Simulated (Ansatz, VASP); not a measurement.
One calculation of HfO2, two programs

The input INCAR:

```
SYSTEM = HfO2
  ALGO = Normal
  EDIFF = 1E-8
  ENCUT = 520
  GGA = PE
  ISIF = 2
  ISMEAR = -1
  LASPH = .TRUE.
  LCHARG = .FALSE.
  LEFG = .TRUE.
  LREAL = .FALSE.
  LWAVE = .FALSE.
  NBANDS = 18
  NELM = 60
  PREC = Accurate
  SIGMA = 0.02
```

The input KPOINTS:

```
k-points
0
G
  10 10 10
  0 0 0
```

POSCAR

```
HfO2
1.0
    0.0000000000      2.5575000000      2.5575000000
    2.5575000000      0.0000000000      2.5575000000
    2.5575000000      2.5575000000      0.0000000000
Hf O
1 2
Direct
    0.0000000000      0.0000000000      0.0000000000
    0.2500000000      0.2500000000      0.2500000000
    0.7500000000      0.7500000000      0.7500000000
```

Input for Ansatz:

```yaml
crystal:
  lattice:
    - [0.0, 2.5575, 2.5575]
    - [2.5575, 0.0, 2.5575]
    - [2.5575, 2.5575, 0.0]
  atoms:
    - { symbol: Hf, position: [0.0, 0.0, 0.0] }
    - { symbol: O, position: [0.25, 0.25, 0.25] }
    - { symbol: O, position: [0.75, 0.75, 0.75] }
kpoints:
  mp_grid: { grid: [10, 10, 10] }
scf:
  occupations: { method: fermi_dirac, width: 0.02 }
hamiltonian:
  xc: pbe
  pseudopotentials: { kind: paw, frozen_core: stored }
output:
  forces: true
  stress: true
  populations: true
  efg: { quadrupole_moments_barn: { Hf: 3.365, O: -0.02558 } }
  write_density: true
  write_potential: true
  elf: true
  volumetric_format: npy
```

Alike in both runs: task electric field gradients; functional PBE; k mesh 10 × 10 × 10; occupations fermi-dirac, width 0.02 eV; no spin polarisation.

|  | VASP | Ansatz |
| --- | --- | --- |
| version | VASP 6.6.1 | Ansatz 0.2.0 |
| potentials or method | VASP PAW PBE potentials, release 64 (Hf_pv, O) | plane-wave PAW, scalar-relativistic |
| plane-wave cutoff (eV) | 520 | 420 |
| valence electrons in the cell | 22 | 38 |

|  | VASP | Ansatz | Ansatz less VASP |
| --- | --- | --- | --- |
| gap on the k mesh at the Fermi level (eV) | 3.73 | 3.72 | -0.009 |
| pressure (GPa) | -6.0 | -2.5 | +3.54 |

VASP's potentials hold 22 valence electrons a cell and Ansatz's 38, so a difference there can come from the potentials and not from the codes.

Spin-orbit coupling is off throughout.
